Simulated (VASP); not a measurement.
Here is a VASP 6.6.1 calculation.

Contents of INCAR:

```
SYSTEM = Ga2O
PREC = Accurate
ENCUT = 600
EDIFF = 1E-6
ISMEAR = 0
SIGMA = 0.1
LREAL = .FALSE.
LASPH = .TRUE.
NELM = 100
ALGO = Normal
ISIF = 3
LWAVE = .FALSE.
LCHARG = .FALSE.
GGA = PE
IBRION = 2
NSW = 100
EDIFFG = -0.01
```

KPOINTS

```
Automatic mesh
0
G
  12 12 16
  0 0 0
```

Contents of POSCAR:

```
Ga2O
1.0
    4.3002767499      0.0000000000      0.0000000000
   -2.1501383750      3.7241489087      0.0000000000
    0.0000000000      0.0000000000      2.9081833697
Ga O
2 1
Direct
    0.3333333333      0.6666666667      0.0000000000
    0.6666666667      0.3333333333      0.0000000000
    0.0000000000      0.0000000000      0.0000000000
```

Potentials or basis: VASP PAW PBE potentials, release 64 (Ga_d, O).

Run with:

```console
$ cat potpaw_PBE.64/Ga_d/POTCAR potpaw_PBE.64/O/POTCAR > POTCAR
$ mpirun -np 1 vasp_std > vasp.out
```

(1) Estimate the space group after relaxing (to 0.1 Å).

(2) What does it give for the relaxed cell?

(3) Estimate the band gap on the k mesh.

(4) What does it give for the relaxed volume?

## Answers

(1) P6/mmm (No. 191).

(2) a = 4.297 Å, b = 4.297 Å, c = 2.908 Å, α = 90.00°, β = 90.00°, γ = 120.00°.

(3) zero (bands 16 and 17 overlap by 1.51 eV).

(4) 15.50 Å³/atom.
